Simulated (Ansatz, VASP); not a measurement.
## Be3CdTe4: VASP beside Ansatz

```
CELL_PARAMETERS angstrom
8.32155 0.00000 0.00000
0.00000 7.17948 0.00000
0.00000 0.00000 6.84584
ATOMIC_POSITIONS crystal
Be 0.75108 0.66261 0.49928
Be 0.24892 0.66261 0.49928
Be 0.50000 0.82032 0.99965
Be 0.00000 0.17968 0.49965
Be 0.25108 0.33739 0.99928
Be 0.74892 0.33739 0.99928
Cd 0.00000 0.83715 0.00515
Cd 0.50000 0.16285 0.50515
Te 0.00000 0.84339 0.41587
Te 0.50000 0.79440 0.36048
Te 0.72719 0.65147 0.86014
Te 0.27281 0.65147 0.86014
Te 0.22719 0.34853 0.36014
Te 0.77281 0.34853 0.36014
Te 0.50000 0.15661 0.91587
Te 0.00000 0.20560 0.86048
```

Alike in both runs: functional PBE; k mesh 4 × 4 × 4; occupations gaussian, width 0.02 eV; no spin polarisation.

Ansatz relaxed the structure, and its values are those at the end. VASP's run is a single point on that final structure, the one shown.

|  | VASP | Ansatz |
| --- | --- | --- |
| version | VASP 6.6.1 | Ansatz 0.2.0 |
| potentials or method | VASP PAW PBE potentials, release 64 (Be, Cd, Te), cutoff 520 eV | scalar-relativistic, plane waves, PAW |
| valence electrons in the cell | 84 | 180 |

|  | VASP | Ansatz | Ansatz less VASP |
| --- | --- | --- | --- |
| gap on the k mesh at the Fermi level (eV) | 1.79 | 1.80 | +0.012 |
| least direct gap on the mesh (eV) | 2.00 | 2.01 | +0.010 |
| pressure (GPa) | 0.1 | 0.0 | -0.13 |
| rms of the force components (eV/Å) | 0.004 | 0.002 | -0.0024 |

VASP's potentials hold 84 valence electrons a cell and Ansatz's 180, so a difference there can come from the potentials and not from the codes.

Spin-orbit coupling is off throughout.
